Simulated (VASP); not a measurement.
# Mo (Fm-3m) in VASP: single point with PBE

Aim: the single point of Mo with PBE.

Everything below comes from runs of VASP 6.6.1. Logs are shortened: lines on timing, memory, paths and dates and some standing lists are left out, and cuts for length are marked.

## (1) The cell of the first run

It takes space group Fm-3m (No. 225, cubic). The conventional cell has a = 4.003 Å, b = 4.003 Å, c = 4.003 Å, α = 90.00°, β = 90.00°, γ = 90.00°. Within 3.7 Å of Mo (site symmetry m-3m) lie 12 Mo at 2.83 Å.

This isn't the form of Mo at room conditions, which is bcc.

## (2) Single point, PBE, non-collinear spin, zero start, spin-orbit coupling

Contents of INCAR:

```
ALGO = Normal ; EDIFF = 1E-7
ENCUT = 520 ; GGA = PE
GGA_COMPAT = False ; ISIF = 2
ISMEAR = 0 ; LASPH = True
LCHARG = False ; LMAXMIX = 4
LORBIT = 11 ; LORBMOM = True
LREAL = False ; LSORBIT = True
LWAVE = False ; MAGMOM = 0 0 0
NBANDS = 25 ; NELM = 150
PREC = Accurate ; SIGMA = 0.05
```

Contents of KPOINTS:

```
k-points
0
Gamma
  18 18 18
```

Contents of POSCAR:

```
Mo
1.0
    0.0000000000      2.0014238984      2.0014238984
    2.0014238984      0.0000000000      2.0014238984
    2.0014238984      2.0014238984      0.0000000000
Mo
1
Direct
    0.0000000000      0.0000000000      0.0000000000
```

Potentials or basis: VASP PAW PBE potentials, release 64 (Mo_sv).

The run is started by

```sh
> cat potpaw_PBE.64/Mo_sv/POTCAR > POTCAR
> mpirun -np 1 vasp_ncl > vasp.out
```

OUTCAR:

```text
EDIFF = 1E-7
   ENCUT = 520
   GGA = PE
   ISIF = 2
   ISMEAR = 0
   LASPH = True
   LORBIT = 11
   LREAL = False
   LSORBIT = True
   NELM = 150
   PREC = Accurate

 ion  position               nearest neighbor table
   1  0.000  0.000  0.000-

  LATTYP: Found a face centered cubic cell.
 ALAT       =     4.0028477968

  Lattice vectors:

 A1 = (   0.0000000000,   2.0014238984,   2.0014238984)
 A2 = (   2.0014238984,   0.0000000000,   2.0014238984)
 A3 = (   2.0014238984,   2.0014238984,   0.0000000000)

Analysis of symmetry for initial positions (statically):
=====================================================================
 Subroutine PRICEL returns:
 Original cell was already a primitive cell.

 Routine SETGRP: Setting up the symmetry group for a
 face centered cubic supercell.

 Subroutine GETGRP returns: Found 48 space group operations
 (whereof 48 operations were pure point group operations)
 out of a pool of 48 trial point group operations.

The static configuration has the point symmetry O_h .

Analysis of symmetry for dynamics (positions and initial velocities):
=====================================================================
 Subroutine PRICEL returns:
 Original cell was already a primitive cell.

 Routine SETGRP: Setting up the symmetry group for a
 face centered cubic supercell.

 Subroutine GETGRP returns: Found 48 space group operations
 (whereof 48 operations were pure point group operations)
 out of a pool of 48 trial point group operations.

The dynamic configuration has the point symmetry O_h .

Analysis of structural, dynamic, and magnetic symmetry:
=====================================================================
 Subroutine PRICEL returns:
 Original cell was already a primitive cell.

 Routine SETGRP: Setting up the symmetry group for a
 face centered cubic supercell.

 Subroutine GETGRP returns: Found 48 space group operations
 (whereof 48 operations were pure point group operations)
 out of a pool of 48 trial point group operations.

The overall configuration has the point symmetry O_h .

 Subroutine INISYM returns: Found 48 space group operations
 (whereof 48 operations are pure point group operations),
 and found     1 'primitive' translations

----------------------------------------------------------------------------------------

                                     Primitive cell

  volume of cell :      16.0342

  direct lattice vectors                    reciprocal lattice vectors
     0.000000000  2.001423898  2.001423898    -0.249822139  0.249822139  0.249822139
     2.001423898  0.000000000  2.001423898     0.249822139 -0.249822139  0.249822139
     2.001423898  2.001423898  0.000000000     0.249822139  0.249822139 -0.249822139

  length of vectors
     2.830440821  2.830440821  2.830440821     0.432704638  0.432704638  0.432704638

  position of ions in fractional coordinates (direct lattice)
     0.000000000  0.000000000  0.000000000

  ion indices of the primitive-cell ions
   primitive index   ion index
                 1           1

----------------------------------------------------------------------------------------

 KPOINTS: k-points

Automatic generation of k-mesh.
 Grid dimensions read from file:
 generate k-points for:   18   18   18

 Generating k-lattice:

  Cartesian coordinates                     Fractional coordinates (reciprocal lattice)
    -0.013879008  0.013879008  0.013879008     0.055555556  0.000000000  0.000000000
     0.013879008 -0.013879008  0.013879008     0.000000000  0.055555556  0.000000000
     0.013879008  0.013879008 -0.013879008     0.000000000  0.000000000  0.055555556

  Length of vectors
     0.024039147  0.024039147  0.024039147
[... 44 lines left out ...]
 SYSTEM =  unknown system
   PREC   = accura    normal or accurate (medium, high low for compatibility)
   ISTART =      0    job   : 0-new  1-cont  2-samecut
   ICHARG =      2    charge: 1-file 2-atom 10-const
   ISPIN  =      1    spin polarized calculation?
   LNONCOLLINEAR =      T non collinear calculations
   LSORBIT =      T    spin-orbit coupling
   LASPH  =      T    aspherical Exc in radial PAW
   ENCUT  =  520.0 eV  38.22 Ry    6.18 a.u.   5.26  5.26  5.26*2*pi/ulx,y,z
   NELM   =    150;   NELMIN=  2; NELMDL= -5     # of ELM steps
   EDIFF  = 0.1E-06   stopping-criterion for ELM
   LREAL  =      F    real-space projection
   EDIFFG = 0.1E-05   stopping-criterion for IOM
   NSW    =      0    number of steps for IOM
   IBRION =     -1    ionic relax: 0-MD 1-quasi-New 2-CG
   NFREE  =      0    steps in history (QN), initial steepest desc. (CG)
   ISIF   =      2    stress and relaxation
   ISYM   =      2    0-nonsym 1-usesym 2-fastsym
   POTIM  = 0.5000    time-step for ionic-motion
   TEBEG  =    0.0;   TEEND  =   0.0 temperature during run
   PSTRESS=    0.0 pullay stress
   NELECT =      14.0000    total number of electrons
   NUPDOWN=      -1.0000    fix difference up-down
   EMIN   =  10.00;   EMAX   =-10.00  energy-range for DOS
   EFERMI =   0.00;   METHOD = LEGACY
   ISMEAR =     0;   SIGMA  =   0.05  broadening in eV -4-tet -1-fermi 0-gaus
   EFERMI_NEDOS =   21; number of points for ismear=-14 and -15
   IALGO  =     38    algorithm
   IMIX   =      4    mixing-type and parameters
     AMIX     =   0.40;   BMIX     =  1.00
     AMIX_MAG =   1.60;   BMIX_MAG =  1.00
  volume/ion in A,a.u.               =      16.03       108.20
  Fermi-wavevector in a.u.,A,eV,Ry     =   1.564714  2.956882 33.311570  2.448331
  Thomas-Fermi vector in A             =   2.667297
   LORBIT       =     11    0 simple, 1 ext, 2 COOP (PROOUT), +10 PAW based schemes
   GGA     = PE    functional components
   LHFCALC =     F    Hartree Fock is set to
   AEXX    =    0.0000 exact exchange contribution
   IVDW    =     0    specifies the selected vdW correction
   LEPSILON=     F    determine dielectric tensor
   LRPA    =     F    only Hartree local field effects (RPA)
 Gauss-broadening in eV      SIGMA  =   0.05
  energy-cutoff  :      520.00
  volume of cell :       16.03
 maximum number of plane-waves:       888
 NGX is ok and might be reduce to    24
   NGX = 11   NGY = 11   NGZ = 11

 number of electron      14.0000000 magnetization       0.0000000      0.0000000      0.0000000

 number of electron      14.0000000 magnetization      -0.0000000     -0.0000000     -0.0000000

 number of electron      14.0000000 magnetization       0.0000000     -0.0000000      0.0000000

 number of electron      14.0000000 magnetization      -0.0000000      0.0000000     -0.0000000

 Free energy of the ion-electron system (eV)
  ---------------------------------------------------
  ext. energy  EPLUGINS =         0.00000000
  ---------------------------------------------------
  free energy    TOTEN  =       -10.62018121 eV

  energy without entropy =      -10.61865547  energy(sigma->0) =      -10.61941834

 E-fermi :  11.7640     XC(G=0): -13.2291

 val. band max:       11.7546402616   @ k =  -0.4444   0.3889   0.1111
 cond. band min:      11.7646383585   @ k =  -0.4444   0.1667   0.0000
 fundamental gap:      0.0099980969
 Fermi energy:        11.7640316056

 k-point     1 :       0.0000    0.0000    0.0000
  band No.  band energies     occupation
      1     -48.9377      1.00000
      2     -48.9377      1.00000
      3     -23.9778      1.00000
      4     -23.9778      1.00000
      5     -21.4556      1.00000
      6     -21.4556      1.00000
[... 661 lines left out ...]
     24      28.2375      0.00000
     25      32.8490      0.00000

 [... further k-points ...]
[... 5 lines left out ...]
  --------------------------------------------------------------------------------------
  -------------------------------------------------------------------------------------
  Total        0.0479183      0.0479183      0.0479183     -0.0000000     -0.0000000      0.0000000
  in kB        4.7881162      4.7881162      4.7881162     -0.0000000     -0.0000000      0.0000000
  external PRESSURE =       4.7881162 kB  Pullay stress =       0.0000000 kB

 VOLUME and BASIS-vectors are now :
 -----------------------------------------------------------------------------
  energy-cutoff  :      520.00
  volume of cell :       16.03
      direct lattice vectors                 reciprocal lattice vectors
     0.000000000  2.001423898  2.001423898    -0.249822139  0.249822139  0.249822139
     2.001423898  0.000000000  2.001423898     0.249822139 -0.249822139  0.249822139
     2.001423898  2.001423898  0.000000000     0.249822139  0.249822139 -0.249822139

 POSITION                                       TOTAL-FORCE (eV/Angst)
 -----------------------------------------------------------------------------------
      0.00000      0.00000      0.00000         0.000000      0.000000      0.000000
 -----------------------------------------------------------------------------------
    total drift:                               -0.000000      0.000000     -0.000000

  FREE ENERGIE OF THE ION-ELECTRON SYSTEM (eV)
  ---------------------------------------------------
  free  energy   TOTEN  =       -10.6201812103 eV

  energy  without entropy=      -10.6186554744  energy(sigma->0) =      -10.61941834

 orbital moment (x)

 # of ion     p       d       tot
 ----------------------------------------
  1         0.000   0.000   0.000
 ----------------------------------------
            0.000   0.000   0.000

 orbital moment (y)

 # of ion     p       d       tot
 ----------------------------------------
  1         0.000  -0.000  -0.000
 ----------------------------------------
            0.000  -0.000  -0.000

 orbital moment (z)

 # of ion     p       d       tot
 ----------------------------------------
  1         0.000   0.000   0.000
 ----------------------------------------
            0.000   0.000   0.000

 Spin-Orbit-Coupling matrix elements

 Ion:    1  E_soc:     -0.2123266
 l=   1
     0.0000000    -0.0303015    -0.0303015
    -0.0303015     0.0000000    -0.0303015
    -0.0303015    -0.0303015     0.0000000
 l=   2
     0.0000000    -0.0011253     0.0000000    -0.0011253    -0.0039610
    -0.0011253     0.0000000    -0.0029707    -0.0011253    -0.0009902
     0.0000000    -0.0029707     0.0000000    -0.0029707     0.0000000
    -0.0011253    -0.0011253    -0.0029707     0.0000000    -0.0009902
    -0.0039610    -0.0009902     0.0000000    -0.0009902     0.0000000
 l=   3
     0.0000000     0.0000000     0.0000000     0.0000000     0.0000000     0.0000000     0.0000000
     0.0000000     0.0000000     0.0000000     0.0000000     0.0000000     0.0000000     0.0000000
     0.0000000     0.0000000     0.0000000     0.0000000     0.0000000     0.0000000     0.0000000
     0.0000000     0.0000000     0.0000000     0.0000000     0.0000000     0.0000000     0.0000000
     0.0000000     0.0000000     0.0000000     0.0000000     0.0000000     0.0000000     0.0000000
     0.0000000     0.0000000     0.0000000     0.0000000     0.0000000     0.0000000     0.0000000
     0.0000000     0.0000000     0.0000000     0.0000000     0.0000000     0.0000000     0.0000000

 total charge

# of ion       s       p       d       tot
------------------------------------------
    1        2.382   6.178   3.918  12.479

 magnetization (x)

# of ion       s       p       d       tot
------------------------------------------
    1        0.000   0.000   0.000   0.000

 magnetization (y)

# of ion       s       p       d       tot
------------------------------------------
    1        0.000   0.000   0.000   0.000

 magnetization (z)

# of ion       s       p       d       tot
------------------------------------------
    1       -0.000  -0.000   0.000  -0.000
```

Run time: 66 s. Hardware: 1 thread of Intel Xeon 6975P-C (Granite Rapids), shared host; peak memory 0.26 GiB.

Results:

```
Free energy                                           : -10.6202 eV
Pressure                                              : 0.5 GPa
Net moment                                            : 0.00 μB per cell
Valence electrons inside the program's atomic spheres : Mo 12.48
```

Moments on the atoms (μB; x, y, z):
```
Mo  0.00 0.00 0.00
```
